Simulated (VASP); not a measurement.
# TiH2 (I4/mmm) in VASP: single point with LDA

Aim: the single point of TiH2 with LDA.

Program: VASP 6.6.1. These are calculated values, not measurements. Logs are shortened: lines on timing, memory, paths and dates and some standing lists are left out, and cuts for length are marked.

**1. The cell of the first run**

It takes space group I4/mmm (No. 139, tetragonal). The conventional cell has a = 3.193 Å, b = 3.193 Å, c = 4.267 Å, α = 90.00°, β = 90.00°, γ = 90.00°. H (site symmetry -4m2) has 4 Ti at 1.92 Å and 6 H at 2.13 to 2.26 Å within 2.5 Å. Within 2.5 Å of Ti (site symmetry 4/mmm) lie 8 H at 1.92 Å.

**2. Single point, LDA**

File INCAR:

```
SYSTEM = TiH2
PREC     = Accurate       ! precision mode
ENCUT    = 520            ! plane-wave cutoff, eV
EDIFF    = 1E-6           ! SCF threshold, eV
ISMEAR   = -1             ! smearing method
SIGMA    = 0.1            ! smearing width, eV
LREAL    = .FALSE.        ! projectors in reciprocal space
LASPH    = .TRUE.         ! aspherical terms in the spheres
NELM     = 80             ! most SCF steps
ALGO     = Normal         ! electronic algorithm
ISIF     = 2              ! what is computed and relaxed
LWAVE    = .FALSE.        ! write WAVECAR
LCHARG   = .FALSE.        ! write CHGCAR
GGA      = CA             ! functional
NBANDS   = 14             ! bands
ISYM     = 0
```

File KPOINTS:

```
regular mesh
0
G
  9 9 11
  0 0 0
```

File POSCAR:

```
TiH2
1.0
   -1.5965000000      1.5965000000      2.1335000000
    1.5965000000     -1.5965000000      2.1335000000
    1.5965000000      1.5965000000     -2.1335000000
H Ti
2 1
Direct
    0.7500000000      0.2500000000      0.5000000000
    0.2500000000      0.7500000000      0.5000000000
    0.0000000000      0.0000000000      0.0000000000
```

Potentials or basis: VASP PAW LDA potentials, release 64 (H, Ti_sv).

The run is started by

```sh
$ cat potpaw_LDA.64/H/POTCAR potpaw_LDA.64/Ti_sv/POTCAR > POTCAR
$ mpirun -np 1 vasp_std > vasp.out
```

OUTCAR:

```text
SYSTEM = TiH2
   PREC = Accurate
   ENCUT = 520
   EDIFF = 1E-6
   ISMEAR = -1
   LREAL = .FALSE.
   LASPH = .TRUE.
   NELM = 80
   ISIF = 2
   GGA = CA
   ISYM = 0

 ion  position               nearest neighbor table
   1  0.750  0.250  0.500-
   2  0.250  0.750  0.500-
   3  0.000  0.000  0.000-

IMPORTANT INFORMATION: All symmetrisations will be switched off!
NOSYMM: (Re-)initialisation of all symmetry stuff for point group C_1.

----------------------------------------------------------------------------------------

                                     Primitive cell

  volume of cell :      21.7516

  direct lattice vectors                    reciprocal lattice vectors
    -1.596500000  1.596500000  2.133500000     0.000000000  0.313185092  0.234356691
     1.596500000 -1.596500000  2.133500000     0.313185092  0.000000000  0.234356691
     1.596500000  1.596500000 -2.133500000     0.313185092  0.313185092  0.000000000

  length of vectors
     3.106355863  3.106355863  3.106355863     0.391162320  0.391162320  0.442910605

  position of ions in fractional coordinates (direct lattice)
     0.750000000  0.250000000  0.500000000
     0.250000000  0.750000000  0.500000000
     0.000000000  0.000000000  0.000000000

  ion indices of the primitive-cell ions
   primitive index   ion index
                 1           1
                 2           2
                 3           3

----------------------------------------------------------------------------------------

 KPOINTS: regular mesh

Automatic generation of k-mesh.
 Grid dimensions read from file:
 generate k-points for:    9    9   11

 Generating k-lattice:

  Cartesian coordinates                     Fractional coordinates (reciprocal lattice)
     0.000000000  0.034798344  0.026039632     0.111111111  0.000000000  0.000000000
     0.034798344  0.000000000  0.026039632     0.000000000  0.111111111  0.000000000
     0.028471372  0.028471372  0.000000000     0.000000000  0.000000000  0.090909091

  Length of vectors
     0.043462480  0.043462480  0.040264600

  Shift w.r.t. Gamma in fractional coordinates (k-lattice)
     0.000000000  0.000000000  0.000000000

 -----------------------------------------------------------------------------
|                                                                             |
|           W    W    AA    RRRRR   N    N  II  N    N   GGGG   !!!           |
|           W    W   A  A   R    R  NN   N  II  NN   N  G    G  !!!           |
|           W    W  A    A  R    R  N N  N  II  N N  N  G       !!!           |
|           W WW W  AAAAAA  RRRRR   N  N N  II  N  N N  G  GGG   !            |
|           WW  WW  A    A  R   R   N   NN  II  N   NN  G    G                |
|           W    W  A    A  R    R  N    N  II  N    N   GGGG   !!!           |
|                                                                             |
|     Your reciprocal lattice and k-lattice belong to different lattice       |
|     classes:                                                                |
|                                                                             |
|        The reciprocal lattice is body-centered tetragonal,                  |
|        whereas your k-lattice is base-centered monoclinic.                  |
|                                                                             |
|     Results are often still useful ...                                      |
|                                                                             |
 -----------------------------------------------------------------------------

 WARNING: IBZKPT: internal override: KBLOWUP is changed to .FALSE.
      ... skipping the blow-up phase ...

 Subroutine IBZKPT returns following result:
 ===========================================

 Found    446 irreducible k-points:

 Following reciprocal coordinates:
            Coordinates               Weight
  0.000000  0.000000  0.000000      1.000000
  0.111111  0.000000  0.000000      2.000000
  0.222222  0.000000  0.000000      2.000000
  0.333333  0.000000 -0.000000      2.000000
  0.444444  0.000000  0.000000      2.000000
  0.000000  0.111111  0.000000      2.000000
[... 16 lines left out ...]
 -0.111111  0.222222 -0.000000      2.000000
  0.000000  0.333333 -0.000000      2.000000
 [... further k-points ...]
   k-points           NKPTS =    446   k-points in BZ     NKDIM =    446   number of bands    NBANDS=     14
   number of dos      NEDOS =    301   number of ions     NIONS =      3
   total plane-waves  NPLWV =  13824
   dimension x,y,z NGX =    24 NGY =   24 NGZ =   24
   dimension x,y,z NGXF=    48 NGYF=   48 NGZF=   48
   ions per type =               2   1
   NGX,Y,Z   is equivalent  to a cutoff of  12.84, 12.84, 12.84 a.u.
   NGXF,Y,Z  is equivalent  to a cutoff of  25.69, 25.69, 25.69 a.u.
 SYSTEM =  TiH2
   PREC   = accura    normal or accurate (medium, high low for compatibility)
   ISTART =      0    job   : 0-new  1-cont  2-samecut
   ICHARG =      2    charge: 1-file 2-atom 10-const
   ISPIN  =      1    spin polarized calculation?
   LNONCOLLINEAR =      F non collinear calculations
   LSORBIT =      F    spin-orbit coupling
   LASPH  =      T    aspherical Exc in radial PAW
   ENCUT  =  520.0 eV  38.22 Ry    6.18 a.u.   5.78  5.78  5.78*2*pi/ulx,y,z
   NELM   =     80;   NELMIN=  2; NELMDL= -5     # of ELM steps
   EDIFF  = 0.1E-05   stopping-criterion for ELM
   LREAL  =      F    real-space projection
   EDIFFG = 0.1E-04   stopping-criterion for IOM
   NSW    =      0    number of steps for IOM
   IBRION =     -1    ionic relax: 0-MD 1-quasi-New 2-CG
   NFREE  =      0    steps in history (QN), initial steepest desc. (CG)
   ISIF   =      2    stress and relaxation
   ISYM   =      0    0-nonsym 1-usesym 2-fastsym
   POTIM  = 0.5000    time-step for ionic-motion
   TEBEG  =    0.0;   TEEND  =   0.0 temperature during run
   PSTRESS=    0.0 pullay stress
   NELECT =      14.0000    total number of electrons
   NUPDOWN=      -1.0000    fix difference up-down
   EMIN   =  10.00;   EMAX   =-10.00  energy-range for DOS
   EFERMI =   0.00;   METHOD = LEGACY
   ISMEAR =    -1;   SIGMA  =   0.10  broadening in eV -4-tet -1-fermi 0-gaus
   EFERMI_NEDOS =   21; number of points for ismear=-14 and -15
   IALGO  =     38    algorithm
   IMIX   =      4    mixing-type and parameters
     AMIX     =   0.40;   BMIX     =  1.00
     AMIX_MAG =   1.60;   BMIX_MAG =  1.00
  volume/ion in A,a.u.               =       7.25        48.93
  Fermi-wavevector in a.u.,A,eV,Ry     =   1.413472  2.671076 27.183139  1.997904
  Thomas-Fermi vector in A             =   2.535114
   LORBIT       =      0    0 simple, 1 ext, 2 COOP (PROOUT), +10 PAW based schemes
   GGA     = CA    functional components
   LHFCALC =     F    Hartree Fock is set to
   AEXX    =    0.0000 exact exchange contribution
   IVDW    =     0    specifies the selected vdW correction
   LEPSILON=     F    determine dielectric tensor
   LRPA    =     F    only Hartree local field effects (RPA)
 non-spin polarized calculation
  energy-cutoff  :      520.00
  volume of cell :       21.75
 maximum number of plane-waves:       598
   NGX = 11   NGY = 11   NGZ = 11

 number of electron      14.0000000 magnetization

 Free energy of the ion-electron system (eV)
  ---------------------------------------------------
  ext. energy  EPLUGINS =         0.00000000
  ---------------------------------------------------
  free energy    TOTEN  =       -17.34876265 eV

  energy without entropy =      -17.30258052  energy(sigma->0) =      -17.32567159

 E-fermi :   7.4560     XC(G=0): -11.8225

 val. band max:        7.4391289610   @ k =  -0.0000   0.1111   0.0909
 cond. band min:       7.4560046740   @ k =   0.3333  -0.1111   0.0909
 fundamental gap:      0.0168757130
 Fermi energy:         7.4559888811

 k-point     1 :       0.0000    0.0000    0.0000
  band No.  band energies     occupation
      1     -49.0367      2.00000
      2     -25.5011      2.00000
      3     -25.5008      2.00000
      4     -25.4833      2.00000
      5      -2.8937      2.00000
      6       7.1105      1.93872
      7       7.1106      1.93868
      8       7.3733      1.39124
      9       8.3069      0.00040
     10       8.7579      0.00000
     11       9.1469      0.00000
     12      21.9391      0.00000
     13      23.0605      0.00000
     14      23.0605      0.00000

 k-point     2 :       0.1111    0.0000    0.0000
  band No.  band energies     occupation
      1     -49.0296      2.00000
      2     -25.5447      2.00000
      3     -25.5086      2.00000
      4     -25.4928      2.00000
      5      -2.5913      2.00000
      6       5.7204      2.00000
      7       7.2217      1.82477
      8       7.4011      1.26770
      9       8.7116      0.00001
     10       9.0621      0.00000
     11       9.9860      0.00000
     12      19.8595      0.00000
     13      23.0427      0.00000
     14      23.1441      0.00000

 k-point     3 :       0.2222    0.0000    0.0000
  band No.  band energies     occupation
      1     -49.0118      2.00000
      2     -25.6659      2.00000
      3     -25.5279      2.00000
      4     -25.5048      2.00000
      5      -1.7618      2.00000
      6       4.1854      2.00000
      7       7.3611      1.44168
      8       7.6265      0.30771
      9       8.7994      0.00000
     10       8.9855      0.00000
     11      11.8672      0.00000
     12      17.4659      0.00000
     13      21.0802      0.00000
     14      23.0002      0.00000
[... 324 lines left out ...]
 k-point    23 :      -0.1111    0.2222   -0.0000
  band No.  band energies     occupation
      1     -49.0139      2.00000
      2     -25.6356      2.00000
      3     -25.5297      2.00000
      4     -25.5173      2.00000
      5      -1.8540      2.00000
      6       4.3013      2.00000
      7       7.4876      0.84313
      8       7.7072      0.15008
      9       8.3071      0.00040
     10       9.2097      0.00000
     11      11.7535      0.00000
     12      18.1626      0.00000
     13      20.4621      0.00000
     14      21.3322      0.00000

 k-point    24 :       0.0000    0.3333   -0.0000
  band No.  band energies     occupation
      1     -48.9915      2.00000
      2     -25.8019      2.00000
      3     -25.5498      2.00000
      4     -25.5174      2.00000
      5      -0.6639      2.00000
      6       3.1110      2.00000
      7       7.2636      1.74518
      8       7.6442      0.26423
      9       9.2436      0.00000
     10       9.2851      0.00000
     11      12.7211      0.00000
     12      15.5088      0.00000
     13      20.2641      0.00000
     14      21.8685      0.00000

 [... further k-points ...]

------------------------ aborting loop because EDIFF is reached ----------------------------------------

  FORCE on cell =-STRESS in cart. coord.  units (eV):
  Direction    XX          YY          ZZ          XY          YZ          ZX
  --------------------------------------------------------------------------------------
  -------------------------------------------------------------------------------------
  Total       -1.2045054     -1.2045015     -1.0556458      0.0021367     -0.0023284     -0.0023288
  in kB      -88.7214916    -88.7212043    -77.7567901      0.1573878     -0.1715017     -0.1715354
  external PRESSURE =     -85.0664953 kB  Pullay stress =       0.0000000 kB

 VOLUME and BASIS-vectors are now :
 -----------------------------------------------------------------------------
  energy-cutoff  :      520.00
  volume of cell :       21.75
      direct lattice vectors                 reciprocal lattice vectors
    -1.596500000  1.596500000  2.133500000     0.000000000  0.313185092  0.234356691
     1.596500000 -1.596500000  2.133500000     0.313185092  0.000000000  0.234356691
     1.596500000  1.596500000 -2.133500000     0.313185092  0.313185092  0.000000000

 POSITION                                       TOTAL-FORCE (eV/Angst)
 -----------------------------------------------------------------------------------
     -0.00000      1.59650      1.06675         0.000070     -0.000070     -0.000001
      1.59650     -0.00000      1.06675        -0.000071      0.000070     -0.000001
      0.00000      0.00000      0.00000         0.000001      0.000001      0.000002
 -----------------------------------------------------------------------------------
    total drift:                                0.000001      0.000001      0.000003

  FREE ENERGIE OF THE ION-ELECTRON SYSTEM (eV)
  ---------------------------------------------------
  free  energy   TOTEN  =       -17.3487626546 eV

  energy  without entropy=      -17.3025805185  energy(sigma->0) =      -17.32567159
```

Wall time 50 s (1 thread of Intel Xeon Platinum 8488C (Sapphire Rapids), shared host); peak memory 0.23 GiB.

Results:

- Free energy: -17.3488 eV
- Pressure: -8.5 GPa
- Band gap on the k mesh: zero (band 7 reaches 7.69 eV, above the bottom of band 8 at 7.30 eV)
